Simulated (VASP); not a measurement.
# BaTiO3 (P4/mmm) in VASP: further runs

The runs below take BaTiO3 through single point, with LDA.

All numbers are computed with VASP 6.6.1; they aren't measurements. Logs are shortened: lines on timing, memory, paths and dates and some standing lists are left out, and cuts for length are marked.

## (1) The cell of the first run

The structure is tetragonal, space group P4/mmm (No. 123). The conventional cell has a = 3.943 Å, b = 3.943 Å, c = 3.924 Å, α = 90.00°, β = 90.00°, γ = 90.00°. Within 3.7 Å of Ba (site symmetry 4/mmm) lie 12 O at 2.78 to 2.79 Å and 8 Ti at 3.41 Å. Within 2.6 Å of Ti (site symmetry 4/mmm) lie 6 O at 1.96 to 1.97 Å. Within 2.6 Å of O (site symmetry 4/mmm) lie 2 Ti at 1.96 Å. O (site symmetry mmm) has 2 Ti at 1.97 Å within 2.6 Å.

## (2) Single point, LDA

File INCAR:

```
PREC = Accurate ; ENCUT = 600
EDIFF = 1E-6 ; ISMEAR = 0
SIGMA = 0.1 ; LREAL = False
LASPH = True ; NELM = 120
ALGO = Normal ; ISIF = 2
LWAVE = False ; LCHARG = False
NBANDS = 28 ; GGA_COMPAT = False
```

File KPOINTS:

```
Automatic mesh
0
Gamma
  6 6 6
```

File POSCAR:

```
BaTiO3
1.0
    3.9433016563      0.0000000000      0.0000000000
    0.0000000000      3.9433016563      0.0000000000
    0.0000000000      0.0000000000      3.9242327390
Ba Ti O
1 1 3
Direct
    0.0000000000      0.0000000000      0.0000000000
    0.5000000000      0.5000000000      0.5000000000
    0.5000000000      0.5000000000      0.0000000000
    0.5000000000      0.0000000000      0.5000000000
    0.0000000000      0.5000000000      0.5000000000
```

Potentials or basis: VASP PAW LDA potentials, release 64 (Ba_sv, Ti_sv, O).

Started as:

```console
$ cat potpaw_LDA.64/Ba_sv/POTCAR potpaw_LDA.64/Ti_sv/POTCAR potpaw_LDA.64/O/POTCAR > POTCAR
$ mpirun -np 1 vasp_std > vasp.out
```

OUTCAR:

```text
PREC = Accurate
   ENCUT = 600
   EDIFF = 1E-6
   ISMEAR = 0
   LREAL = False
   LASPH = True
   NELM = 120
   ISIF = 2

 ion  position               nearest neighbor table
   1  0.000  0.000  0.000-   4 2.78   5 2.78   4 2.78   5 2.78   5 2.78   5 2.78   4 2.78   4 2.78
                             3 2.79   3 2.79   3 2.79   3 2.79   2 3.41   2 3.41   2 3.41   2 3.41
   2  0.500  0.500  0.500-   3 1.96   3 1.96   5 1.97   4 1.97   4 1.97   5 1.97   1 3.41   1 3.41
                             1 3.41   1 3.41   1 3.41   1 3.41   1 3.41   1 3.41
   3  0.500  0.500  0.000-   2 1.96   2 1.96   1 2.79   1 2.79   1 2.79   1 2.79
   4  0.500  0.000  0.500-   2 1.97   2 1.97   1 2.78   1 2.78   1 2.78   1 2.78
   5  0.000  0.500  0.500-   2 1.97   2 1.97   1 2.78   1 2.78   1 2.78   1 2.78

  LATTYP: Found a simple tetragonal cell.
 ALAT       =     3.9433016563
 C/A-ratio  =     0.9951642256

  Lattice vectors:

 A1 = (   3.9433016563,   0.0000000000,   0.0000000000)
 A2 = (   0.0000000000,   3.9433016563,   0.0000000000)
 A3 = (   0.0000000000,   0.0000000000,   3.9242327390)

Analysis of symmetry for initial positions (statically):
=====================================================================
 Subroutine PRICEL returns:
 Original cell was already a primitive cell.

 Routine SETGRP: Setting up the symmetry group for a
 simple tetragonal supercell.

 Subroutine GETGRP returns: Found 16 space group operations
 (whereof 16 operations were pure point group operations)
 out of a pool of 16 trial point group operations.

The static configuration has the point symmetry D_4h.

Analysis of symmetry for dynamics (positions and initial velocities):
=====================================================================
 Subroutine PRICEL returns:
 Original cell was already a primitive cell.

 Routine SETGRP: Setting up the symmetry group for a
 simple tetragonal supercell.

 Subroutine GETGRP returns: Found 16 space group operations
 (whereof 16 operations were pure point group operations)
 out of a pool of 16 trial point group operations.

The dynamic configuration has the point symmetry D_4h.

 Subroutine INISYM returns: Found 16 space group operations
 (whereof 16 operations are pure point group operations),
 and found     1 'primitive' translations

----------------------------------------------------------------------------------------

                                     Primitive cell

  volume of cell :      61.0204

  direct lattice vectors                    reciprocal lattice vectors
[... 98 lines left out ...]
   NFREE  =      0    steps in history (QN), initial steepest desc. (CG)
   ISIF   =      2    stress and relaxation
   ISYM   =      2    0-nonsym 1-usesym 2-fastsym
   POTIM  = 0.5000    time-step for ionic-motion
   TEBEG  =    0.0;   TEEND  =   0.0 temperature during run
   PSTRESS=    0.0 pullay stress
   NELECT =      40.0000    total number of electrons
   NUPDOWN=      -1.0000    fix difference up-down
   EMIN   =  10.00;   EMAX   =-10.00  energy-range for DOS
   EFERMI =   0.00;   METHOD = LEGACY
   ISMEAR =     0;   SIGMA  =   0.10  broadening in eV -4-tet -1-fermi 0-gaus
   EFERMI_NEDOS =   21; number of points for ismear=-14 and -15
   IALGO  =     38    algorithm
   IMIX   =      4    mixing-type and parameters
     AMIX     =   0.40;   BMIX     =  1.00
     AMIX_MAG =   1.60;   BMIX_MAG =  1.00
  volume/ion in A,a.u.               =      12.20        82.36
  Fermi-wavevector in a.u.,A,eV,Ry     =   1.422121  2.687419 27.516809  2.022428
  Thomas-Fermi vector in A             =   2.542858
   LORBIT       =      0    0 simple, 1 ext, 2 COOP (PROOUT), +10 PAW based schemes
   GGA     = CA    functional components
   LHFCALC =     F    Hartree Fock is set to
   AEXX    =    0.0000 exact exchange contribution
   IVDW    =     0    specifies the selected vdW correction
   LEPSILON=     F    determine dielectric tensor
   LRPA    =     F    only Hartree local field effects (RPA)
 non-spin polarized calculation
 Gauss-broadening in eV      SIGMA  =   0.10
  energy-cutoff  :      600.00
  volume of cell :       61.02
 maximum number of plane-waves:      2048
 NGX is ok and might be reduce to    32
   NGX = 15   NGY = 15   NGZ = 15

 number of electron      39.9999974 magnetization

 Free energy of the ion-electron system (eV)
  ---------------------------------------------------
  ext. energy  EPLUGINS =         0.00000000
  ---------------------------------------------------
  free energy    TOTEN  =       -44.15681266 eV

  energy without entropy =      -44.15681266  energy(sigma->0) =      -44.15681266

 E-fermi :   4.4684     XC(G=0): -11.9925

 val. band max:        3.9246643608   @ k =   0.5000   0.5000   0.5000
 cond. band min:       5.6608937450   @ k =   0.0000   0.0000   0.0000
 fundamental gap:      1.7362293843
 Fermi energy:         4.4684047506

 k-point     1 :       0.0000    0.0000    0.0000
  band No.  band energies     occupation
      1     -51.7584      2.00000
      2     -28.4067      2.00000
      3     -28.4022      2.00000
      4     -28.4022      2.00000
      5     -20.6387      2.00000
      6     -12.7695      2.00000
[... 733 lines left out ...]
     27      12.3901      0.00000
     28      13.7485      0.00000

 [... further k-points ...]

------------------------ aborting loop because EDIFF is reached ----------------------------------------

  FORCE on cell =-STRESS in cart. coord.  units (eV):
  Direction    XX          YY          ZZ          XY          YZ          ZX
  --------------------------------------------------------------------------------------
  -------------------------------------------------------------------------------------
  Total        0.6068403      0.6068403      1.0472714      0.0000000      0.0000000      0.0000000
  in kB       15.9334655     15.9334655     27.4976183      0.0000000      0.0000000      0.0000000
  external PRESSURE =      19.7881831 kB  Pullay stress =       0.0000000 kB

 VOLUME and BASIS-vectors are now :
 -----------------------------------------------------------------------------
  energy-cutoff  :      600.00
  volume of cell :       61.02
      direct lattice vectors                 reciprocal lattice vectors
     3.943301656  0.000000000  0.000000000     0.253594598  0.000000000  0.000000000
     0.000000000  3.943301656  0.000000000     0.000000000  0.253594598  0.000000000
     0.000000000  0.000000000  3.924232739     0.000000000  0.000000000  0.254826884

 POSITION                                       TOTAL-FORCE (eV/Angst)
 -----------------------------------------------------------------------------------
      0.00000      0.00000      0.00000         0.000000      0.000000      0.000000
      1.97165      1.97165      1.96212         0.000000      0.000000      0.000000
      1.97165      1.97165      0.00000         0.000000      0.000000      0.000000
      1.97165      0.00000      1.96212         0.000000      0.000000      0.000000
      0.00000      1.97165      1.96212         0.000000      0.000000      0.000000
 -----------------------------------------------------------------------------------
    total drift:                                0.000000     -0.000000     -0.000000

  FREE ENERGIE OF THE ION-ELECTRON SYSTEM (eV)
  ---------------------------------------------------
  free  energy   TOTEN  =       -44.1568126559 eV

  energy  without entropy=      -44.1568126559  energy(sigma->0) =      -44.15681266
```

OSZICAR:

```text
N       E                     dE             d eps       ncg     rms          rms(c)
DAV:   1     0.459729296196E+03    0.45973E+03   -0.22939E+04  2240   0.173E+03
DAV:   2    -0.242937339435E+01   -0.46216E+03   -0.43826E+03  2440   0.458E+02
DAV:   3    -0.521170185222E+02   -0.49688E+02   -0.49088E+02  3096   0.144E+02
DAV:   4    -0.546114458788E+02   -0.24944E+01   -0.24895E+01  3320   0.277E+01
DAV:   5    -0.546741392470E+02   -0.62693E-01   -0.62679E-01  3048   0.360E+00    0.237E+01
DAV:   6    -0.444614177864E+02    0.10213E+02   -0.54616E+01  2992   0.675E+01    0.101E+01
DAV:   7    -0.443257993693E+02    0.13562E+00   -0.89085E+00  2904   0.221E+01    0.701E+00
DAV:   8    -0.441601518156E+02    0.16565E+00   -0.87600E-01  2748   0.872E+00    0.271E+00
DAV:   9    -0.441763412566E+02   -0.16189E-01   -0.19371E-01  2860   0.277E+00    0.121E+00
DAV:  10    -0.441572380471E+02    0.19103E-01   -0.10622E-01  2604   0.334E+00    0.161E-01
DAV:  11    -0.441568511897E+02    0.38686E-03   -0.38110E-03  2736   0.506E-01    0.563E-02
DAV:  12    -0.441568429723E+02    0.82174E-05   -0.21908E-04  2708   0.108E-01    0.454E-02
DAV:  13    -0.441568145188E+02    0.28454E-04   -0.16848E-04  2708   0.135E-01    0.184E-02
DAV:  14    -0.441568129438E+02    0.15750E-05   -0.14413E-05  2756   0.352E-02    0.653E-03
DAV:  15    -0.441568126559E+02    0.28794E-06   -0.16086E-06  1896   0.939E-03
   1 F= -.44156813E+02 E0= -.44156813E+02  d E =-.952570E-16
```

stdout:

```text
POSCAR found type information on POSCAR BaTiO
 POSCAR found :  3 types and       5 ions
 scaLAPACK will be used
 LDA part: xc-table for (Slater(with rela. corr.)+CA(PZ))
 , standard interpolation
 POSCAR, INCAR and KPOINTS ok, starting setup
 FFT: planning ... GRIDC
 FFT: planning ... GRID_SOFT
 FFT: planning ... GRID
 WAVECAR not read
 entering main loop
```

Run time: 40 s. Hardware: 1 thread of Intel Xeon Platinum 8375C at 2.90GHz (Ice Lake), shared host; peak memory 0.21 GiB.

What came out:

```
Free energy            : -44.1568 eV
Pressure               : 2.0 GPa
Band gap on the k mesh : 1.74 eV (least direct gap 1.82 eV)
```

Levels at points of the mesh, in eV from the valence-band top:
```tsv
k point	band 16	band 17	band 18	band 19	band 20	band 21	band 22	band 23	band 24	band 25
(0.00, 0.00, 0.00)	-1.20	-1.19	-0.10	-0.10	-0.09	1.74	1.75	1.75	4.26	4.29
(0.50, 0.00, 0.00)	-2.06	-1.90	-1.90	-0.72	-0.72	1.93	3.69	3.69	4.31	6.44
(0.50, 0.50, 0.00)	-2.92	-1.71	-0.87	-0.87	-0.11	3.70	3.70	4.12	5.25	8.06
(0.00, 0.00, 0.50)	-2.04	-1.96	-1.96	-0.72	-0.72	1.93	3.73	3.73	4.28	6.46
(0.50, 0.00, 0.50)	-2.94	-1.71	-0.82	-0.82	-0.10	3.70	3.74	4.15	5.20	8.08
(0.50, 0.50, 0.50)	-2.40	-2.35	-0.01	0.00	0.00	4.44	4.46	4.46	6.86	6.89
```

Caveat: spin-orbit coupling is left out, which moves the levels of the heavy elements.

## (3) Single point, LDA

File INCAR:

```
SYSTEM = BaTiO3
PREC = Accurate
ENCUT = 600
EDIFF = 1E-6
ISMEAR = 0
SIGMA = 0.02
LREAL = .FALSE.
LASPH = .TRUE.
NELM = 120
ALGO = Normal
ISIF = 2
LWAVE = .FALSE.
LCHARG = .FALSE.
GGA = CA
NBANDS = 28
GGA_COMPAT = .FALSE.
```

File KPOINTS:

```
Automatic mesh
0
G
  8 8 8
  0 0 0
```

POSCAR: that of step 2 with these lines changed.

```diff
@@ -4,3 +4,3 @@
     0.0000000000      3.9433016563      0.0000000000
-    0.0000000000      0.0000000000      3.9242327390
+    0.0000000000      0.0000000000      3.9283627091
 Ba Ti O
```

Potentials or basis: VASP PAW LDA potentials, release 64 (Ba_sv, Ti_sv, O).

Started as:

```console
$ cat potpaw_LDA.64/Ba_sv/POTCAR potpaw_LDA.64/Ti_sv/POTCAR potpaw_LDA.64/O/POTCAR > POTCAR
$ mpirun -np 1 vasp_std > vasp.out
```

Wall time 81 s (1 thread of Intel Xeon Platinum 8375C at 2.90GHz (Ice Lake), shared host); peak memory 0.27 GiB.

Results (log left out):

```yaml
Free_energy: -44.1586 eV
Pressure: 1.8 GPa
Band_gap_on_the_k_mesh: 1.74 eV (least direct gap 1.83 eV)
```

Stress tensor (GPa, compression positive):
```
1.47 0.00 0.00
0.00 1.47 0.00
0.00 0.00 2.37
```

Levels at points of the mesh, in eV from the valence-band top:
```
           k point  band 18  band 19  band 20  band 21  band 22  band 23
(0.00, 0.00, 0.00)    -0.10    -0.10    -0.09     1.74     1.75     1.75
(0.50, 0.00, 0.00)    -1.90    -0.72    -0.72     1.93     3.69     3.69
(0.50, 0.50, 0.00)    -0.86    -0.86    -0.11     3.70     3.70     4.12
(0.00, 0.00, 0.50)    -1.95    -0.72    -0.72     1.93     3.72     3.72
(0.50, 0.00, 0.50)    -0.83    -0.83    -0.10     3.70     3.73     4.15
(0.50, 0.50, 0.50)    -0.01     0.00     0.00     4.43     4.45     4.45
```

Caveat: spin-orbit coupling is left out, which moves the levels of the heavy elements. A k mesh can miss the band edges.

(Part 1 of 2 ends here.)
